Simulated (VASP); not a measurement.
Runs of VASP 6.6.1 on Si. The structure is that of space group Imma (No. 74), or close to it. The cells are those of the table. 

| task | cell | gap on the mesh (eV) | pressure (GPa) | largest force (eV/Å) |
| --- | --- | --- | --- | --- |
| electric field gradients | a = 3.493, b = 3.492, c = 3.506 Å, angles 99.9, 94.8, 137.2°, 2 atoms | none | (a) | 0.04 |
| single point | a = 3.496 Å, angles 100.2, 95.0, 137.4°, 2 atoms | none | 17.4 | 0.01 |
| single point | a = 3.460 Å, angles 100.2, 95.0, 137.4°, 2 atoms | none | (b) | 0.04 |
| single point | a = 3.494 Å, angles 99.8, 94.6, 138.5°, 2 atoms | none | 21.1 | 0.04 |
| single point | a = 3.416 Å, angles 100.5, 95.5, 136.2°, 2 atoms | none | 28.2 | 0.06 |

Alike in all rows: level PBE; potentials or basis VASP PAW PBE potentials, release 64 (Si); no spin polarisation; k mesh 16 × 16 × 16; cutoff (eV) 520; smearing fermi-dirac 0.05 eV.

Question: Fill in the values left out.

Answer: (a) 15.7; (b) 23.3.

Caveats: the cell stands under pressure.

A gap of «none» marks levels without a gap at the run's occupations.
